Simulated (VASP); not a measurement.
# TiC in VASP: a series of runs

The runs below take TiC through single point, with PBE.

Everything below comes from runs of VASP 6.6.1. Logs are shortened: lines on timing, memory, paths and dates and some standing lists are left out, and cuts for length are marked.

**1. The cell of the first run**

The structure is cubic, space group Fm-3m (No. 225). The conventional cell has a = 4.333 Å, b = 4.333 Å, c = 4.333 Å, α = 90.00°, β = 90.00°, γ = 90.00°. Within 2.9 Å of Ti (site symmetry m-3m) lie 6 C at 2.17 Å. C (site symmetry m-3m) has 6 Ti at 2.17 Å within 2.9 Å.

**2. Single point, PBE**

The input, INCAR:

```
SYSTEM = TiC
PREC = Accurate ; ENCUT = 520
EDIFF = 1E-7 ; ISMEAR = -1
SIGMA = 0.05 ; LREAL = .False.
LASPH = .True. ; NELM = 60
ALGO = Normal ; ISIF = 2
LWAVE = .False. ; LCHARG = .False.
GGA = PE ; NBANDS = 15
```

The input, KPOINTS:

```
Automatic mesh
0
Gamma
  11 11 11
  0 0 0
```

The input, POSCAR:

```
TiC
1.0
    0.0000000000      2.1664354129      2.1664354129
    2.1664354129      0.0000000000      2.1664354129
    2.1664354129      2.1664354129      0.0000000000
Ti C
1 1
Direct
    0.0000000000      0.0000000000      0.0000000000
    0.5000000000      0.5000000000      0.5000000000
```

Potentials or basis: VASP PAW PBE potentials, release 64 (Ti_sv, C).

Launch:

```sh
$ cat potpaw_PBE.64/Ti_sv/POTCAR potpaw_PBE.64/C/POTCAR > POTCAR
$ mpirun -np 1 vasp_std > vasp.out
```

OUTCAR:

```text
SYSTEM = TiC
   PREC = Accurate
   ENCUT = 520
   EDIFF = 1E-7
   ISMEAR = -1
   LREAL = .False.
   LASPH = .True.
   NELM = 60
   ISIF = 2
   GGA = PE

 ion  position               nearest neighbor table
   1  0.000  0.000  0.000-   2 2.17   2 2.17   2 2.17   2 2.17   2 2.17   2 2.17
   2  0.500  0.500  0.500-   1 2.17   1 2.17   1 2.17   1 2.17   1 2.17   1 2.17

  LATTYP: Found a face centered cubic cell.
 ALAT       =     4.3328708258

  Lattice vectors:

 A1 = (   0.0000000000,   2.1664354129,   2.1664354129)
 A2 = (   2.1664354129,   0.0000000000,   2.1664354129)
 A3 = (   2.1664354129,   2.1664354129,   0.0000000000)

Analysis of symmetry for initial positions (statically):
=====================================================================
 Subroutine PRICEL returns:
 Original cell was already a primitive cell.

 Routine SETGRP: Setting up the symmetry group for a
 face centered cubic supercell.

 Subroutine GETGRP returns: Found 48 space group operations
[... 9 lines left out ...]

 Routine SETGRP: Setting up the symmetry group for a
 face centered cubic supercell.

 Subroutine GETGRP returns: Found 48 space group operations
[... 11 lines left out ...]
                                     Primitive cell

  volume of cell :      20.3361

  direct lattice vectors                    reciprocal lattice vectors
     0.000000000  2.166435413  2.166435413    -0.230793864  0.230793864  0.230793864
     2.166435413  0.000000000  2.166435413     0.230793864 -0.230793864  0.230793864
     2.166435413  2.166435413  0.000000000     0.230793864  0.230793864 -0.230793864

  length of vectors
     3.063802343  3.063802343  3.063802343     0.399746698  0.399746698  0.399746698

  position of ions in fractional coordinates (direct lattice)
[... 8 lines left out ...]
----------------------------------------------------------------------------------------

 KPOINTS: Automatic mesh

Automatic generation of k-mesh.
 Grid dimensions read from file:
 generate k-points for:   11   11   11

 Generating k-lattice:

  Cartesian coordinates                     Fractional coordinates (reciprocal lattice)
    -0.020981260  0.020981260  0.020981260     0.090909091  0.000000000  0.000000000
     0.020981260 -0.020981260  0.020981260     0.000000000  0.090909091  0.000000000
     0.020981260  0.020981260 -0.020981260     0.000000000  0.000000000  0.090909091

  Length of vectors
     0.036340609  0.036340609  0.036340609

  Shift w.r.t. Gamma in fractional coordinates (k-lattice)
     0.000000000  0.000000000  0.000000000

[... 52 lines left out ...]
   EDIFFG = 0.1E-05   stopping-criterion for IOM
   NSW    =      0    number of steps for IOM
   IBRION =     -1    ionic relax: 0-MD 1-quasi-New 2-CG
   NFREE  =      0    steps in history (QN), initial steepest desc. (CG)
   ISIF   =      2    stress and relaxation
   ISYM   =      2    0-nonsym 1-usesym 2-fastsym
   POTIM  = 0.5000    time-step for ionic-motion
   TEBEG  =    0.0;   TEEND  =   0.0 temperature during run
   PSTRESS=    0.0 pullay stress
   NELECT =      16.0000    total number of electrons
   NUPDOWN=      -1.0000    fix difference up-down
   EMIN   =  10.00;   EMAX   =-10.00  energy-range for DOS
   EFERMI =   0.00;   METHOD = LEGACY
   ISMEAR =    -1;   SIGMA  =   0.05  broadening in eV -4-tet -1-fermi 0-gaus
   EFERMI_NEDOS =   21; number of points for ismear=-14 and -15
   IALGO  =     38    algorithm
   IMIX   =      4    mixing-type and parameters
     AMIX     =   0.40;   BMIX     =  1.00
     AMIX_MAG =   1.60;   BMIX_MAG =  1.00
  volume/ion in A,a.u.               =      10.17        68.62
  Fermi-wavevector in a.u.,A,eV,Ry     =   1.511329  2.855998 31.077285  2.284116
  Thomas-Fermi vector in A             =   2.621401
   LORBIT       =      0    0 simple, 1 ext, 2 COOP (PROOUT), +10 PAW based schemes
   GGA     = PE    functional components
   LHFCALC =     F    Hartree Fock is set to
   AEXX    =    0.0000 exact exchange contribution
   IVDW    =     0    specifies the selected vdW correction
   LEPSILON=     F    determine dielectric tensor
   LRPA    =     F    only Hartree local field effects (RPA)
 non-spin polarized calculation
  energy-cutoff  :      520.00
  volume of cell :       20.34
 maximum number of plane-waves:       560
   NGX = 11   NGY = 11   NGZ = 11

 number of electron      16.0000000 magnetization

 Free energy of the ion-electron system (eV)
  ---------------------------------------------------
  ext. energy  EPLUGINS =         0.00000000
  ---------------------------------------------------
  free energy    TOTEN  =       -18.71040158 eV

  energy without entropy =      -18.70803351  energy(sigma->0) =      -18.70921755

 E-fermi :   9.4632     XC(G=0): -12.6930

 val. band max:        9.3278280728   @ k =   0.4545   0.4545   0.0000
 cond. band min:       9.5552609764   @ k =   0.0909   0.0000   0.0000
 fundamental gap:      0.2274329036
 Fermi energy:         9.4631916398

 k-point     1 :       0.0000    0.0000    0.0000
  band No.  band energies     occupation
      1     -47.1936      2.00000
      2     -23.2181      2.00000
      3     -23.2181      2.00000
      4     -23.2181      2.00000
      5      -2.9913      2.00000
      6      10.0924      0.00001
      7      10.0924      0.00001
      8      10.0924      0.00001
      9      11.0771      0.00000
     10      11.0771      0.00000
     11      11.0771      0.00000
     12      11.1097      0.00000
     13      11.1097      0.00000
     14      19.8686      0.00000
[... 401 lines left out ...]
      2     -23.4885      2.00000
      3     -23.3246      2.00000
      4     -23.2378      2.00000
      5      -1.2737      2.00000
      6       6.1582      2.00000
      7       7.2390      2.00000
      8       7.4707      2.00000
      9      10.9440      0.00000
     10      12.0462      0.00000
     11      12.9659      0.00000
     12      13.7518      0.00000
     13      16.6406      0.00000
     14      21.1730      0.00000
     15      22.8785      0.00000

 [... further k-points ...]
[... 5 lines left out ...]
  --------------------------------------------------------------------------------------
  -------------------------------------------------------------------------------------
  Total        0.0312831      0.0312831      0.0312831     -0.0000000      0.0000000      0.0000000
  in kB        2.4646362      2.4646362      2.4646362     -0.0000000      0.0000000      0.0000000
  external PRESSURE =       2.4646362 kB  Pullay stress =       0.0000000 kB

 VOLUME and BASIS-vectors are now :
 -----------------------------------------------------------------------------
  energy-cutoff  :      520.00
  volume of cell :       20.34
      direct lattice vectors                 reciprocal lattice vectors
     0.000000000  2.166435413  2.166435413    -0.230793864  0.230793864  0.230793864
     2.166435413  0.000000000  2.166435413     0.230793864 -0.230793864  0.230793864
     2.166435413  2.166435413  0.000000000     0.230793864  0.230793864 -0.230793864

 POSITION                                       TOTAL-FORCE (eV/Angst)
 -----------------------------------------------------------------------------------
      0.00000      0.00000      0.00000         0.000000      0.000000      0.000000
      2.16644      2.16644      2.16644        -0.000000     -0.000000     -0.000000
 -----------------------------------------------------------------------------------
    total drift:                                0.000000     -0.000000     -0.000000

  FREE ENERGIE OF THE ION-ELECTRON SYSTEM (eV)
  ---------------------------------------------------
  free  energy   TOTEN  =       -18.7104015846 eV

  energy  without entropy=      -18.7080335117  energy(sigma->0) =      -18.70921755
```

OSZICAR:

```text
N       E                     dE             d eps       ncg     rms          rms(c)
DAV:   1     0.115334144153E+03    0.11533E+03   -0.79517E+03  1687   0.127E+03
DAV:   2    -0.169172367058E+02   -0.13225E+03   -0.12444E+03  1792   0.333E+02
DAV:   3    -0.240849917166E+02   -0.71678E+01   -0.70533E+01  2174   0.769E+01
DAV:   4    -0.243204194224E+02   -0.23543E+00   -0.23523E+00  2198   0.124E+01
DAV:   5    -0.243249346304E+02   -0.45152E-02   -0.45148E-02  2078   0.155E+00    0.182E+01
DAV:   6    -0.193339589656E+02    0.49910E+01   -0.11848E+01  2356   0.563E+01    0.694E+00
DAV:   7    -0.187473827049E+02    0.58658E+00   -0.21688E+00  1988   0.208E+01    0.489E+00
DAV:   8    -0.187238000767E+02    0.23583E-01   -0.10573E-01  1869   0.337E+00    0.344E+00
DAV:   9    -0.187141140632E+02    0.96860E-02   -0.10095E-01  2311   0.444E+00    0.756E-01
DAV:  10    -0.187126376945E+02    0.14764E-02   -0.11920E-02  2163   0.140E+00    0.652E-01
DAV:  11    -0.187105677026E+02    0.20700E-02   -0.28185E-03  1946   0.749E-01    0.188E-01
DAV:  12    -0.187104127495E+02    0.15495E-03   -0.32706E-04  2355   0.254E-01    0.407E-02
DAV:  13    -0.187104013047E+02    0.11445E-04   -0.42479E-05  1932   0.701E-02    0.507E-03
DAV:  14    -0.187104017557E+02   -0.45106E-06   -0.15922E-06  1939   0.111E-02    0.335E-03
DAV:  15    -0.187104016179E+02    0.13778E-06   -0.38909E-07  1939   0.106E-02    0.257E-03
DAV:  16    -0.187104015846E+02    0.33380E-07   -0.54026E-08  1163   0.362E-03
   1 F= -.18710402E+02 E0= -.18709218E+02  d E =-.236807E-02
```

stdout:

```text
POSCAR found type information on POSCAR TiC
 POSCAR found :  2 types and       2 ions
 scaLAPACK will be used
 LDA part: xc-table for (Slater+PW92), standard interpolation
 POSCAR, INCAR and KPOINTS ok, starting setup
 FFT: planning ... GRIDC
 FFT: planning ... GRID_SOFT
 FFT: planning ... GRID
 WAVECAR not read
 entering main loop
```

It took 19 s on 1 thread of AMD EPYC 7R43 (Zen 3), shared host; peak memory 0.11 GiB.

What came out:

```
Free energy            : -18.7104 eV
Pressure               : 0.2 GPa
Band gap on the k mesh : zero (band 8 reaches 10.09 eV, above the bottom of band 9 at 8.99 eV)
```

**3. Single point, PBE**

This run uses another cell than the first one, of 10.09 Å³/atom, 0.992 times its volume.

The input, INCAR:

```
SYSTEM = TiC
ALGO = Normal
EDIFF = 1E-6
ENCUT = 520
GGA = PE
ISIF = 2
ISMEAR = -1
LASPH = .True.
LCHARG = .True.
LELF = .True.
LREAL = .False.
LVHAR = .True.
LWAVE = .False.
NBANDS = 15
NELM = 60
PREC = Accurate
SIGMA = 0.05
```

The input, KPOINTS:

```
k-points
0
Gamma
  11 11 11
  0 0 0
```

The input, POSCAR:

```
TiC
1.0
    0.0000000000      2.1608988973      2.1608988973
    2.1608988973      0.0000000000      2.1608988973
    2.1608988973      2.1608988973      0.0000000000
Ti C
1 1
Direct
    0.0000000000      0.0000000000      0.0000000000
    0.5000000000      0.5000000000      0.5000000000
```

Potentials or basis: VASP PAW PBE potentials, release 64 (Ti_sv, C).

Launch:

```sh
$ cat potpaw_PBE.64/Ti_sv/POTCAR potpaw_PBE.64/C/POTCAR > POTCAR
$ mpirun -np 1 vasp_std > vasp.out
```

Run time: 17 s. Hardware: 1 thread of AMD EPYC 7R43 (Zen 3), shared host; peak memory 0.11 GiB.

The run converged. Its results:

```yaml
Free_energy: -18.7091 eV
Pressure: 2.2 GPa
Band_gap_on_the_k_mesh: zero (band 8 reaches 10.19 eV, above the bottom of band 9 at 9.08 eV)
```

Levels at points of the mesh, in eV from the Fermi level:
```csv
k point,band 5,band 6,band 7,band 8,band 9,band 10,band 11,band 12
"(0.00, 0.00, 0.00)",-12.49,0.63,0.63,0.63,1.62,1.62,1.62,1.66
```

**4. Single point, PBE**

This run uses another cell than the first one, of 9.75 Å³/atom, 0.959 times its volume.

The input, INCAR:

```
SYSTEM = TiC
PREC = Accurate
ENCUT = 520
EDIFF = 1E-6
ISMEAR = -1
SIGMA = 0.05
LREAL = .False.
LASPH = .True.
NELM = 60
ALGO = Normal
ISIF = 2
LWAVE = .False.
LCHARG = .False.
GGA = PE
NBANDS = 15
```

The input, KPOINTS:

```
Automatic mesh
0
Gamma
  9 9 9
  0 0 0
```

The input, POSCAR:

```
TiC
1.0
    0.0000000000      2.1657188437      2.0790900900
    2.1657188437      0.0000000000      2.0790900900
    2.1657188437      2.1657188437      0.0000000000
Ti C
1 1
Direct
    0.0000000000      0.0000000000      0.0000000000
    0.5000000000      0.5000000000      0.5000000000
```

Launch:

```sh
$ cat potpaw_PBE.64/Ti_sv/POTCAR potpaw_PBE.64/C/POTCAR > POTCAR
$ mpirun -np 1 vasp_std > vasp.out
```

It took 23 s on 1 thread of AMD EPYC 7R43 (Zen 3), shared host; peak memory 0.11 GiB.

The run converged. Its results:

* Free energy: -18.6456 eV
* Pressure: 12.5 GPa
* Band gap on the k mesh: zero (band 8 reaches 10.83 eV, above the bottom of band 9 at 9.29 eV)

Stress tensor (GPa, compression positive):
```
 5.61  0.00  0.00
 0.00  5.61  0.00
 0.00  0.00 26.23
```

Levels at points of the mesh, in eV from the Fermi level:
| k point | band 6 | band 7 | band 8 | band 9 | band 10 | band 11 |
| --- | --- | --- | --- | --- | --- | --- |
| (0.00, 0.00, 0.00) | 0.59 | 0.59 | 0.91 | 1.62 | 1.65 | 1.65 |

**5. Summary**

```tsv
cell	k mesh	gap on the mesh (eV)	pressure (GPa)
a = 3.064 Å, angles 60.0°, 2 atoms	11 × 11 × 11	none	0.2
a = 3.056 Å, angles 60.0°, 2 atoms	11 × 11 × 11	none	2.2
a = 3.002, b = 3.002, c = 3.063 Å, angles 59.3, 59.3, 61.3°, 2 atoms	9 × 9 × 9	none	12.5
```

Alike in all rows: task single point; level PBE; potentials or basis VASP PAW PBE potentials, release 64 (Ti_sv, C); no spin polarisation; cutoff (eV) 520; smearing fermi-dirac 0.05 eV.

Absolute energies hang on the potentials; compare differences alone.
